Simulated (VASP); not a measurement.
Input of a VASP 6.6.1 run:

INCAR

```
SYSTEM = Nb
ALGO     = Normal         ! electronic algorithm
EDIFF    = 1E-8           ! SCF threshold, eV
ENCUT    = 520            ! plane-wave cutoff, eV
GGA      = PS             ! functional
ISIF     = 2              ! what is computed and relaxed
ISMEAR   = -1             ! smearing method
LASPH    = .True.         ! aspherical terms in the spheres
LCHARG   = .False.        ! write CHGCAR
LEFG     = .True.       
LREAL    = .False.        ! projectors in reciprocal space
LWAVE    = .False.        ! write WAVECAR
NBANDS   = 12             ! bands
NELM     = 80             ! most SCF steps
PREC     = Accurate       ! precision mode
SIGMA    = 0.08           ! smearing width, eV
```

KPOINTS

```
k-points
0
Gamma
  13 13 13
  0 0 0
```

Contents of POSCAR:

```
Nb
1.0
    0.0634500000      2.1467250000      2.1467250000
    2.1467250000      0.0634500000      2.1467250000
    2.1467250000      2.1467250000      0.0634500000
Nb
1
Direct
    0.0000000000      0.0000000000      0.0000000000
```

Potentials or basis: VASP PAW PBE potentials, release 64 (Nb_sv).

The run is started by

```console
$ cat potpaw_PBE.64/Nb_sv/POTCAR > POTCAR
$ mpirun -np 1 vasp_std > vasp.out
```

(1) Predict the pressure.

## Answers

(1) -7.0 GPa.

Caveat: the cell differs from its parent crystal (equal xy, yz and zx shear strains of +3 %); without QUAD_EFG the Cq values of the log hold for a quadrupole moment of 1 mb, not for the nuclei; the PAW data sets were made with another functional, which shifts forces and pressure a little.
